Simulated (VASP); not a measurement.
## MnZn3: single point with LDA

MnZn3:

```
Mn Zn
1.0
     3.86000    0.00000    0.00000
     0.00000    3.86000    0.00000
     0.00000    0.00000    3.86000
Mn Zn
1 3
Direct
  0.00000 0.00000 0.00000
  0.00000 0.50000 0.50000
  0.50000 0.00000 0.50000
  0.50000 0.50000 0.00000
```

| Item | Value |
| --- | --- |
| Program | VASP 6.6.1 |
| Task | single point |
| Functional | LDA |
| Potentials or basis | VASP PAW LDA potentials, release 64 (Mn_pv, Zn) |
| Cutoff | 500 eV |
| k mesh | 10 × 10 × 10 |
| Occupations | gaussian, width 0.05 eV |
| Spin | collinear spin, ferromagnetic start |
| Starting moments | [3.5, 0.0, 0.0, 0.0] μB |

- Pressure: -14.0 GPa
- Net moment: 2.50 μB per cell
- Site moments: Mn +2.71; Zn -0.07 μB
- Valence electrons inside the program's atomic spheres: Mn 11.57; Zn 10.82

Levels at points of the mesh, in eV from the Fermi level:
Spin up:
| k point | band 24 | band 25 | band 26 | band 27 | band 28 | band 29 |
| --- | --- | --- | --- | --- | --- | --- |
| (0.00, 0.00, 0.00) | -1.14 | -0.09 | -0.09 | -0.09 | 3.75 | 3.75 |
| (0.50, 0.00, 0.00) | -1.21 | -1.16 | 3.79 | 3.79 | 3.82 | 3.83 |
| (0.50, 0.50, 0.00) | -1.74 | -1.24 | -0.64 | -0.29 | 5.70 | 6.83 |
| (0.50, 0.50, 0.50) | -1.88 | -1.88 | -1.12 | -1.12 | 1.32 | 1.32 |
Spin down:
| k point | band 21 | band 22 | band 23 | band 24 | band 25 | band 26 |
| --- | --- | --- | --- | --- | --- | --- |
| (0.00, 0.00, 0.00) | -0.62 | -0.05 | -0.05 | -0.05 | 0.94 | 0.94 |
| (0.50, 0.00, 0.00) | -0.46 | -0.46 | -0.31 | 0.93 | 1.08 | 3.74 |
| (0.50, 0.50, 0.00) | -3.86 | -3.32 | 0.05 | 0.05 | 1.14 | 1.39 |
| (0.50, 0.50, 0.50) | -2.32 | -2.32 | -1.80 | -1.80 | -1.80 | 1.28 |

Run time: 2.4 min on 1 thread of AMD EPYC 7R13 Processor (Zen 3), on a shared host, peak memory 0.23 GiB.

Caveat: the cell stands under tension.
